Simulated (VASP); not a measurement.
Runs of VASP 6.6.1 on SnSe. The structure is that of space group I4/mmm (No. 139), or close to it. The cells are those of the table. 

```csv
cell,gap on the mesh (eV),pressure (GPa)
"a = 4.740, b = 4.740, c = 3.719 Å, angles 66.9, 66.9, 46.2°, 2 atoms",none,(c)
"a = 4.170, b = 4.170, c = 4.494 Å, angles 57.4, 57.4, 65.2°, 2 atoms",none,2.5
"a = 4.335, b = 4.335, c = 4.124 Å, angles 61.6, 61.6, 56.8°, 2 atoms",none,(b)
"a = 4.425, b = 4.425, c = 4.006 Å, angles 63.1, 63.1, 53.8°, 2 atoms",none,2.8
"a = 4.523, b = 4.523, c = 3.900 Å, angles 64.5, 64.5, 51.1°, 2 atoms",none,6.3
"a = 4.138, b = 4.138, c = 4.778 Å, angles 54.7, 54.7, 70.5°, 2 atoms",none,16.7
"a = 4.147, b = 4.147, c = 4.624 Å, angles 56.1, 56.1, 67.8°, 2 atoms",none,6.7
"a = 4.144, b = 4.144, c = 4.914 Å, angles 53.6, 53.6, 72.7°, 2 atoms",none,(a)
```

Alike in all rows: task single point; level PBE+D3(BJ); potentials or basis VASP PAW PBE potentials, release 64 (Sn_d, Se); no spin polarisation; k mesh 12 × 12 × 12; cutoff (eV) 520; smearing gaussian 0.05 eV.

Problem. Estimate the missing entries.

Solution. (a) 24.4; (b) 0.1; (c) 13.0.

Caveats: spin-orbit coupling is left out, which moves the levels of the heavy elements; semilocal functionals underestimate gaps, and a narrow one can read as zero (at least some runs); the stress differs along the axes, from -4 to 22 GPa (at least some runs); the stress differs along the axes, from -6 to 18 GPa (at least some runs); the stress differs along the axes, from -6 to 3 GPa (at least some runs); the stress differs along the axes, from -8 to 8 GPa (at least some runs); the stress differs along the axes, from -7 to 13 GPa (at least some runs).

A k mesh can miss the band edges, and the runs leave out spin-orbit coupling on Se, Sn.

A gap of «none» marks levels without a gap at the run's occupations.
